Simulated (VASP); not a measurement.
# GaP (zincblende type) (F-43m) in VASP: further runs, part 3 of 3

VASP 6.6.1. The steps go on from the part before.

## Step 5: Single point, PBE (volume scaled by 0.64)

The input, INCAR:

```
SYSTEM = GaP
ALGO = Normal
EDIFF = 1E-6
ENCUT = 520
GGA = PE
ISIF = 2
ISMEAR = -1
LASPH = .TRUE.
LCHARG = .FALSE.
LREAL = .FALSE.
LWAVE = .FALSE.
NBANDS = 16
NELM = 60
PREC = Accurate
SIGMA = 0.1
```

The input, KPOINTS:

```
k-points
0
G
  12 12 12
  0 0 0
```

The input, POSCAR:

```
GaP
1.0
    0.0000000000      2.3724671838      2.3724671838
    2.3724671838      0.0000000000      2.3724671838
    2.3724671838      2.3724671838      0.0000000000
Ga P
1 1
Direct
    0.0000000000      0.0000000000      0.0000000000
    0.2500000000      0.2500000000      0.2500000000
```

Potentials or basis: VASP PAW PBE potentials, release 64 (Ga_d, P).

The run is started by

```bash
cat potpaw_PBE.64/Ga_d/POTCAR potpaw_PBE.64/P/POTCAR > POTCAR
mpirun -np 1 vasp_std > vasp.out
```

OUTCAR:

```text
SYSTEM = GaP
   EDIFF = 1E-6
   ENCUT = 520
   GGA = PE
   ISIF = 2
   ISMEAR = -1
   LASPH = .TRUE.
   LREAL = .FALSE.
   NELM = 60
   PREC = Accurate

 ion  position               nearest neighbor table
   1  0.000  0.000  0.000-   2 2.05   2 2.05   2 2.05   2 2.05
   2  0.250  0.250  0.250-   1 2.05   1 2.05   1 2.05   1 2.05

  LATTYP: Found a face centered cubic cell.
 ALAT       =     4.7449343676

  Lattice vectors:

 A1 = (   0.0000000000,   2.3724671838,   2.3724671838)
 A2 = (   2.3724671838,   0.0000000000,   2.3724671838)
 A3 = (   2.3724671838,   2.3724671838,   0.0000000000)

Analysis of symmetry for initial positions (statically):
=====================================================================
 Subroutine PRICEL returns:
 Original cell was already a primitive cell.

 Routine SETGRP: Setting up the symmetry group for a
 face centered cubic supercell.

 Subroutine GETGRP returns: Found 24 space group operations
 (whereof 24 operations were pure point group operations)
 out of a pool of 48 trial point group operations.

The static configuration has the point symmetry T_d .

Analysis of symmetry for dynamics (positions and initial velocities):
=====================================================================
 Subroutine PRICEL returns:
 Original cell was already a primitive cell.

 Routine SETGRP: Setting up the symmetry group for a
 face centered cubic supercell.

 Subroutine GETGRP returns: Found 24 space group operations
 (whereof 24 operations were pure point group operations)
 out of a pool of 48 trial point group operations.

The dynamic configuration has the point symmetry T_d .

 Subroutine INISYM returns: Found 24 space group operations
 (whereof 24 operations are pure point group operations),
 and found     1 'primitive' translations

----------------------------------------------------------------------------------------

                                     Primitive cell

  volume of cell :      26.7073

  direct lattice vectors                    reciprocal lattice vectors
     0.000000000  2.372467184  2.372467184    -0.210751071  0.210751071  0.210751071
     2.372467184  0.000000000  2.372467184     0.210751071 -0.210751071  0.210751071
     2.372467184  2.372467184  0.000000000     0.210751071  0.210751071 -0.210751071

  length of vectors
     3.355175268  3.355175268  3.355175268     0.365031563  0.365031563  0.365031563

  position of ions in fractional coordinates (direct lattice)
     0.000000000  0.000000000  0.000000000
     0.250000000  0.250000000  0.250000000

  ion indices of the primitive-cell ions
   primitive index   ion index
                 1           1
                 2           2

----------------------------------------------------------------------------------------

 KPOINTS: k-points

Automatic generation of k-mesh.
 Grid dimensions read from file:
 generate k-points for:   12   12   12

 Generating k-lattice:

  Cartesian coordinates                     Fractional coordinates (reciprocal lattice)
    -0.017562589  0.017562589  0.017562589     0.083333333  0.000000000  0.000000000
     0.017562589 -0.017562589  0.017562589     0.000000000  0.083333333  0.000000000
     0.017562589  0.017562589 -0.017562589     0.000000000  0.000000000  0.083333333

  Length of vectors
     0.030419297  0.030419297  0.030419297

  Shift w.r.t. Gamma in fractional coordinates (k-lattice)
     0.000000000  0.000000000  0.000000000

 Subroutine IBZKPT returns following result:
 ===========================================

 Found     72 irreducible k-points:

 Following reciprocal coordinates:
            Coordinates               Weight
  0.000000  0.000000  0.000000      1.000000
  0.083333  0.000000  0.000000      8.000000
  0.166667  0.000000  0.000000      8.000000
  0.250000  0.000000  0.000000      8.000000
  0.333333  0.000000  0.000000      8.000000
  0.416667  0.000000  0.000000      8.000000
[... 16 lines left out ...]
  0.500000  0.166667  0.000000     24.000000
 -0.416667  0.166667  0.000000     24.000000
 [... further k-points ...]
   k-points           NKPTS =     72   k-points in BZ     NKDIM =     72   number of bands    NBANDS=     16
   number of dos      NEDOS =    301   number of ions     NIONS =      2
   total plane-waves  NPLWV =  21952
   dimension x,y,z NGX =    28 NGY =   28 NGZ =   28
   dimension x,y,z NGXF=    56 NGYF=   56 NGZF=   56
   ions per type =               1   1
   NGX,Y,Z   is equivalent  to a cutoff of  13.87, 13.87, 13.87 a.u.
   NGXF,Y,Z  is equivalent  to a cutoff of  27.75, 27.75, 27.75 a.u.
 SYSTEM =  GaP
   PREC   = accura    normal or accurate (medium, high low for compatibility)
   ISTART =      0    job   : 0-new  1-cont  2-samecut
   ICHARG =      2    charge: 1-file 2-atom 10-const
   ISPIN  =      1    spin polarized calculation?
   LNONCOLLINEAR =      F non collinear calculations
   LSORBIT =      F    spin-orbit coupling
   LASPH  =      T    aspherical Exc in radial PAW
   ENCUT  =  520.0 eV  38.22 Ry    6.18 a.u.   6.24  6.24  6.24*2*pi/ulx,y,z
   NELM   =     60;   NELMIN=  2; NELMDL= -5     # of ELM steps
   EDIFF  = 0.1E-05   stopping-criterion for ELM
   LREAL  =      F    real-space projection
   EDIFFG = 0.1E-04   stopping-criterion for IOM
   NSW    =      0    number of steps for IOM
   IBRION =     -1    ionic relax: 0-MD 1-quasi-New 2-CG
   NFREE  =      0    steps in history (QN), initial steepest desc. (CG)
   ISIF   =      2    stress and relaxation
   ISYM   =      2    0-nonsym 1-usesym 2-fastsym
   POTIM  = 0.5000    time-step for ionic-motion
   TEBEG  =    0.0;   TEEND  =   0.0 temperature during run
   PSTRESS=    0.0 pullay stress
   NELECT =      18.0000    total number of electrons
   NUPDOWN=      -1.0000    fix difference up-down
   EMIN   =  10.00;   EMAX   =-10.00  energy-range for DOS
   EFERMI =   0.00;   METHOD = LEGACY
   ISMEAR =    -1;   SIGMA  =   0.10  broadening in eV -4-tet -1-fermi 0-gaus
   EFERMI_NEDOS =   21; number of points for ismear=-14 and -15
   IALGO  =     38    algorithm
   IMIX   =      4    mixing-type and parameters
     AMIX     =   0.40;   BMIX     =  1.00
     AMIX_MAG =   1.60;   BMIX_MAG =  1.00
  volume/ion in A,a.u.               =      13.35        90.12
  Fermi-wavevector in a.u.,A,eV,Ry     =   1.435342  2.712403 28.030821  2.060207
  Thomas-Fermi vector in A             =   2.554651
   LORBIT       =      0    0 simple, 1 ext, 2 COOP (PROOUT), +10 PAW based schemes
   GGA     = PE    functional components
   LHFCALC =     F    Hartree Fock is set to
   AEXX    =    0.0000 exact exchange contribution
   IVDW    =     0    specifies the selected vdW correction
   LEPSILON=     F    determine dielectric tensor
   LRPA    =     F    only Hartree local field effects (RPA)
 non-spin polarized calculation
  energy-cutoff  :      520.00
  volume of cell :       26.71
 maximum number of plane-waves:       745
 NGX is ok and might be reduce to    28
   NGX = 13   NGY = 13   NGZ = 13

 number of electron      18.0000007 magnetization

 Free energy of the ion-electron system (eV)
  ---------------------------------------------------
  ext. energy  EPLUGINS =         0.00000000
  ---------------------------------------------------
  free energy    TOTEN  =        -6.29902196 eV

  energy without entropy =       -6.29814218  energy(sigma->0) =       -6.29858207

 E-fermi :  10.2381     XC(G=0): -11.8685

 val. band max:       10.0420853070   @ k =   0.0000   0.0000   0.0000
 cond. band min:      10.4843992430   @ k =   0.5000   0.5000   0.0000
 fundamental gap:      0.4423139360
 Fermi energy:        10.2380604124

 k-point     1 :       0.0000    0.0000    0.0000
  band No.  band energies     occupation
      1      -6.4871      2.00000
      2      -6.1049      2.00000
      3      -6.1049      2.00000
      4      -6.1049      2.00000
      5      -5.7989      2.00000
      6      -5.7989      2.00000
[... 8 lines left out ...]
     15      20.2192      0.00000
     16      20.8836      0.00000
[... 419 lines left out ...]
 k-point    24 :      -0.4167    0.1667    0.0000
  band No.  band energies     occupation
      1      -6.4354      2.00000
      2      -6.0187      2.00000
      3      -5.9897      2.00000
      4      -5.8061      2.00000
      5      -5.7781      2.00000
      6      -2.3184      2.00000
[... 8 lines left out ...]
     15      21.6653      0.00000
     16      24.2875      0.00000

 [... further k-points ...]

------------------------ aborting loop because EDIFF is reached ----------------------------------------

  FORCE on cell =-STRESS in cart. coord.  units (eV):
  Direction    XX          YY          ZZ          XY          YZ          ZX
  --------------------------------------------------------------------------------------
  -------------------------------------------------------------------------------------
  Total       14.8287174     14.8287174     14.8287174     -0.0000000      0.0000000     -0.0000000
  in kB      889.5769737    889.5769737    889.5769737     -0.0000000      0.0000000     -0.0000000
  external PRESSURE =     889.5769737 kB  Pullay stress =       0.0000000 kB

 VOLUME and BASIS-vectors are now :
 -----------------------------------------------------------------------------
  energy-cutoff  :      520.00
  volume of cell :       26.71
      direct lattice vectors                 reciprocal lattice vectors
     0.000000000  2.372467184  2.372467184    -0.210751071  0.210751071  0.210751071
     2.372467184  0.000000000  2.372467184     0.210751071 -0.210751071  0.210751071
     2.372467184  2.372467184  0.000000000     0.210751071  0.210751071 -0.210751071

 POSITION                                       TOTAL-FORCE (eV/Angst)
 -----------------------------------------------------------------------------------
      0.00000      0.00000      0.00000         0.000000      0.000000      0.000000
      1.18623      1.18623      1.18623        -0.000000     -0.000000     -0.000000
 -----------------------------------------------------------------------------------
    total drift:                                0.000002      0.000002      0.000002

  FREE ENERGIE OF THE ION-ELECTRON SYSTEM (eV)
  ---------------------------------------------------
  free  energy   TOTEN  =        -6.2990219559 eV

  energy  without entropy=       -6.2981421814  energy(sigma->0) =       -6.29858207
```

OSZICAR:

```text
N       E                     dE             d eps       ncg     rms          rms(c)
DAV:   1     0.813853850689E+02    0.81385E+02   -0.89848E+03  2496   0.190E+03
DAV:   2    -0.143498998987E+01   -0.82820E+02   -0.78348E+02  2592   0.320E+02
DAV:   3    -0.670668594495E+01   -0.52717E+01   -0.52525E+01  2920   0.632E+01
DAV:   4    -0.677474154590E+01   -0.68056E-01   -0.68044E-01  2736   0.745E+00
DAV:   5    -0.677592390777E+01   -0.11824E-02   -0.11823E-02  3112   0.913E-01    0.709E+00
DAV:   6    -0.638008377716E+01    0.39584E+00   -0.45774E-01  3664   0.173E+01    0.488E+00
DAV:   7    -0.629981111421E+01    0.80273E-01   -0.23037E-01  3112   0.442E+00    0.175E+00
DAV:   8    -0.629889533115E+01    0.91578E-03   -0.18966E-02  2656   0.193E+00    0.717E-01
DAV:   9    -0.629906750854E+01   -0.17218E-03   -0.17794E-03  3008   0.448E-01    0.855E-02
DAV:  10    -0.629898979897E+01    0.77710E-04   -0.12079E-04  3032   0.220E-01    0.543E-02
DAV:  11    -0.629902200014E+01   -0.32201E-04   -0.50234E-05  2704   0.627E-02    0.152E-02
DAV:  12    -0.629902195594E+01    0.44201E-07   -0.15931E-06  2640   0.119E-02
   1 F= -.62990220E+01 E0= -.62985821E+01  d E =-.879775E-03
```

stdout:

```text
POSCAR found type information on POSCAR GaP
 POSCAR found :  2 types and       2 ions
 scaLAPACK will be used
 LDA part: xc-table for (Slater+PW92), standard interpolation
 POSCAR, INCAR and KPOINTS ok, starting setup
 FFT: planning ... GRIDC
 FFT: planning ... GRID_SOFT
 FFT: planning ... GRID
 WAVECAR not read
 entering main loop
```

Run time: 32 s. Hardware: 1 thread of Intel Xeon 6975P-C (Granite Rapids), shared host; peak memory 0.17 GiB.

What came out:

| Quantity | Value |
| --- | --- |
| Free energy | -6.2990 eV |
| Pressure | 89.0 GPa |
| Band gap on the k mesh | 0.44 eV, indirect (least direct gap 3.39 eV) |

 A k mesh can miss the band edges.

## Step 6: Single point, PBE (volume scaled by 0.72)

The input, INCAR:

```
SYSTEM = GaP
ALGO = Normal ; EDIFF = 1E-6
ENCUT = 520 ; GGA = PE
ISIF = 2 ; ISMEAR = -1
LASPH = .TRUE. ; LCHARG = .TRUE.
LELF = .TRUE. ; LREAL = .FALSE.
LVHAR = .TRUE. ; LWAVE = .FALSE.
NBANDS = 16 ; NELM = 60
PREC = Accurate ; SIGMA = 0.1
```

KPOINTS is that of step 5.

The input, POSCAR:

```
GaP
1.0
    0.0000000000      2.4674653049      2.4674653049
    2.4674653049      0.0000000000      2.4674653049
    2.4674653049      2.4674653049      0.0000000000
Ga P
1 1
Direct
    0.0000000000      0.0000000000      0.0000000000
    0.2500000000      0.2500000000      0.2500000000
```

Potentials or basis: VASP PAW PBE potentials, release 64 (Ga_d, P).

The run is started by

```bash
cat potpaw_PBE.64/Ga_d/POTCAR potpaw_PBE.64/P/POTCAR > POTCAR
mpirun -np 1 vasp_std > vasp.out
```

OUTCAR:

```text
SYSTEM = GaP
   EDIFF = 1E-6
   ENCUT = 520
   GGA = PE
   ISIF = 2
   ISMEAR = -1
   LASPH = .TRUE.
   LREAL = .FALSE.
   NELM = 60
   PREC = Accurate

 ion  position               nearest neighbor table
   1  0.000  0.000  0.000-   2 2.14   2 2.14   2 2.14   2 2.14
   2  0.250  0.250  0.250-   1 2.14   1 2.14   1 2.14   1 2.14

  LATTYP: Found a face centered cubic cell.
 ALAT       =     4.9349306098

  Lattice vectors:

 A1 = (   0.0000000000,   2.4674653049,   2.4674653049)
[... 642 lines left out ...]
------------------------ aborting loop because EDIFF is reached ----------------------------------------

  FORCE on cell =-STRESS in cart. coord.  units (eV):
  Direction    XX          YY          ZZ          XY          YZ          ZX
  --------------------------------------------------------------------------------------
  -------------------------------------------------------------------------------------
  Total        9.5973097      9.5973097      9.5973097      0.0000000      0.0000000      0.0000000
  in kB      511.7724849    511.7724849    511.7724849      0.0000000      0.0000000      0.0000000
  external PRESSURE =     511.7724849 kB  Pullay stress =       0.0000000 kB

 VOLUME and BASIS-vectors are now :
 -----------------------------------------------------------------------------
  energy-cutoff  :      520.00
  volume of cell :       30.05
      direct lattice vectors                 reciprocal lattice vectors
     0.000000000  2.467465305  2.467465305    -0.202637094  0.202637094  0.202637094
     2.467465305  0.000000000  2.467465305     0.202637094 -0.202637094  0.202637094
     2.467465305  2.467465305  0.000000000     0.202637094  0.202637094 -0.202637094

 POSITION                                       TOTAL-FORCE (eV/Angst)
 -----------------------------------------------------------------------------------
      0.00000      0.00000      0.00000         0.000000      0.000000      0.000000
      1.23373      1.23373      1.23373        -0.000000     -0.000000     -0.000000
 -----------------------------------------------------------------------------------
    total drift:                                0.000001      0.000001      0.000001

  FREE ENERGIE OF THE ION-ELECTRON SYSTEM (eV)
  ---------------------------------------------------
  free  energy   TOTEN  =        -7.7284199911 eV

  energy  without entropy=       -7.7282178801  energy(sigma->0) =       -7.72831894
```

OSZICAR:

```text
N       E                     dE             d eps       ncg     rms          rms(c)
DAV:   1     0.787923742177E+02    0.78792E+02   -0.91919E+03  2496   0.181E+03
DAV:   2    -0.279539172432E+01   -0.81588E+02   -0.77336E+02  2680   0.313E+02
DAV:   3    -0.805161307145E+01   -0.52562E+01   -0.52374E+01  2816   0.626E+01
DAV:   4    -0.812329083273E+01   -0.71678E-01   -0.71664E-01  2840   0.764E+00
DAV:   5    -0.812453235015E+01   -0.12415E-02   -0.12415E-02  2904   0.926E-01    0.609E+00
DAV:   6    -0.778813468347E+01    0.33640E+00   -0.42088E-01  3592   0.152E+01    0.420E+00
DAV:   7    -0.772845052039E+01    0.59684E-01   -0.17873E-01  3072   0.359E+00    0.150E+00
DAV:   8    -0.772811756606E+01    0.33295E-03   -0.17239E-02  2664   0.175E+00    0.525E-01
DAV:   9    -0.772839700043E+01   -0.27943E-03   -0.15831E-03  3032   0.439E-01    0.682E-02
DAV:  10    -0.772837852300E+01    0.18477E-04   -0.10620E-04  3216   0.195E-01    0.326E-02
DAV:  11    -0.772842005670E+01   -0.41534E-04   -0.60120E-05  2624   0.662E-02    0.112E-02
DAV:  12    -0.772841999111E+01    0.65589E-07   -0.14193E-06  2448   0.131E-02
   1 F= -.77284200E+01 E0= -.77283189E+01  d E =-.202111E-03
```

Run time: 31 s. Hardware: 1 thread of Intel Xeon 6975P-C (Granite Rapids), shared host; peak memory 0.17 GiB.

What came out:

```yaml
Free_energy: -7.7284 eV
Pressure: 51.2 GPa
Band_gap_on_the_k_mesh: 0.86 eV, indirect (least direct gap 3.62 eV)
```

 A k mesh can miss the band edges.

## Step 7: Summary

| cell | gap on the mesh (eV) | pressure (GPa) |
| --- | --- | --- |
| a = 3.190 Å, angles 60.0°, 2 atoms | none | 162.6 |
| a = 3.355 Å, angles 60.0°, 2 atoms | 0.44 | 89.0 |
| a = 3.490 Å, angles 60.0°, 2 atoms | 0.86 | 51.2 |

Alike in all rows: task single point; level PBE; potentials or basis VASP PAW PBE potentials, release 64 (Ga_d, P); no spin polarisation; k mesh 12 × 12 × 12; cutoff (eV) 520; smearing fermi-dirac 0.1 eV.

Total energies depend on the potentials used, so only differences within one code and one set of settings carry meaning.
